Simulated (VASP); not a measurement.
## Al: elastic constants with PBEsol

Al:

```
Al
1.0
     0.00000    1.99165    1.99165
     1.99165    0.00000    1.99165
     1.99165    1.99165    0.00000
Al
1
Direct
  0.00000 0.00000 0.00000
```

* Program: VASP 6.6.1
* Task: elastic constants
* Functional: PBEsol
* Potentials or basis: VASP PAW PBE potentials, release 64 (Al)
* Cutoff: 600 eV
* k mesh: 24 × 24 × 24
* Occupations: fermi-dirac, width 0.05 eV
* Spin: no spin polarisation
* Dipole correction: no
* Ions in elastic constants: relaxed
* Further INCAR settings: ALGO = Normal; EDIFF = 1e-08; IBRION = 6; POTIM = 0.015; NSW = 1; ISIF = 3

```
Elastic constants C11, C12, C44 : 117, 76, 25 GPa
Voigt bulk modulus              : 90 GPa
```

Elastic tensor in Voigt notation (GPa, in the Cartesian axes of the cell as first typed):
```
117  76  76   0   0   0
 76 117  76   0   0   0
 76  76 117   0   0   0
  0   0   0  25   0   0
  0   0   0   0  25   0
  0   0   0   0   0  25
```

Clamped-ion elastic tensor (GPa):
```
117  76  76   0   0   0
 76 117  76   0   0   0
 76  76 117   0   0   0
  0   0   0  25   0   0
  0   0   0   0  25   0
  0   0   0   0   0  25
```

Wall time 24 min on 1 thread of Oxide Virtual Turin-like Processor, on a shared host, peak memory 0.65 GiB.

Caveat: the cell is under stress, which shifts elastic constants; the PAW data sets were made with another functional, which shifts forces and pressure a little.
